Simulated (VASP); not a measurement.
# Cr: single point with PBE

Cr:

```
Cr
1.0
    -1.42401    1.42401    1.42401
     1.42401   -1.42401    1.42401
     1.42401    1.42401   -1.42401
Cr
1
Direct
  0.00000 0.00000 0.00000
```

```yaml
Program: VASP 6.6.1
Task: single point
Functional: PBE
Potentials_or_basis: VASP PAW PBE potentials, release 64 (Cr_pv)
Cutoff: 520 eV
k_mesh: 8 × 8 × 8
Occupations: fermi-dirac, width 0.1 eV
Spin: collinear spin, ferromagnetic start
Starting_moments: "[1.5] μB"
```

```json
{"Pressure": "0.1 GPa", "Band gap on the k mesh": "zero (filled and empty bands overlap)", "Net moment": "0.00 μB per cell", "Valence electrons inside the program's atomic spheres": "Cr 11.06"}
```

Levels at points of the mesh, in eV from the Fermi level:
Spin up:
```
           k point  band 3  band 4  band 5  band 6  band 7  band 8  band 9  band 10
(0.00, 0.00, 0.00)  -42.61   -7.72   -0.79   -0.79   -0.79    1.26    1.26     7.21
(0.50, 0.00, 0.00)  -42.62   -4.30   -2.33    1.26    1.26    1.60    2.95     7.20
(0.50, 0.50, 0.50)  -43.24   -4.18   -4.18    2.56    2.56    2.56    7.21    10.75
```
Spin down:
```
           k point  band 3  band 4  band 5  band 6  band 7  band 8  band 9  band 10
(0.00, 0.00, 0.00)  -42.61   -7.72   -0.79   -0.79   -0.79    1.26    1.26     7.21
(0.50, 0.00, 0.00)  -42.62   -4.30   -2.33    1.26    1.26    1.60    2.95     7.20
(0.50, 0.50, 0.50)  -43.24   -4.18   -4.18    2.56    2.56    2.56    7.21    10.75
```

Wall time 7.7 s on 1 thread of Intel Xeon 6975P-C, on a shared host, peak memory 0.12 GiB.

Caveat: the k points lie up to 0.39 Å⁻¹ apart; the starting moments collapsed, and a magnetic state may lie lower.
